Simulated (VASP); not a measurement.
The system is Ti.

```xyz
2
Lattice="2.9500 0.0000 0.0000 -1.4750 2.5548 0.0000 0.0000 0.0000 4.6800" Properties=species:S:1:pos:R:3 pbc="T T T"
Ti    0.0000    1.7032    1.1700
Ti    1.4750    0.8516    3.5100
```

- Program: VASP 6.6.1
- Task: relaxation of volume and atoms at fixed shape
- Functional: PBEsol
- Potentials or basis: VASP PAW PBE potentials, release 64 (Ti_sv)
- Cutoff: 600 eV
- k mesh: 7 × 7 × 4
- Occupations: gaussian, width 0.1 eV
- Spin: no spin polarisation

At the start: pressure -5.9 GPa; volume 17.64 Å³/atom.

How do energy, volume and symmetry change on relaxing?

Over 3 steps the energy falls by 17.8 meV/atom and the volume is 16.71 Å³/atom (-5.3 %); space group P6_3/mmc (No. 194, to 0.05 Å).

The path:
```
step  energy change (eV)  largest force (eV/Å)  pressure (GPa)  volume (Å³)
   1              0.0000                0.0000           -5.86        35.27
   2             -0.0149                0.0000            5.07        32.08
   3             -0.0356                0.0000           -0.03        33.42
```

Final structure:
```xyz
2
Lattice="2.8973 0.0000 0.0000 -1.4487 2.5091 0.0000 0.0000 0.0000 4.5964" Properties=species:S:1:pos:R:3 pbc="T T T"
Ti    0.0000    1.6728    1.1491
Ti    1.4487    0.8364    3.4473
```

Caveat: the PAW data sets were made with another functional, which shifts forces and pressure a little.
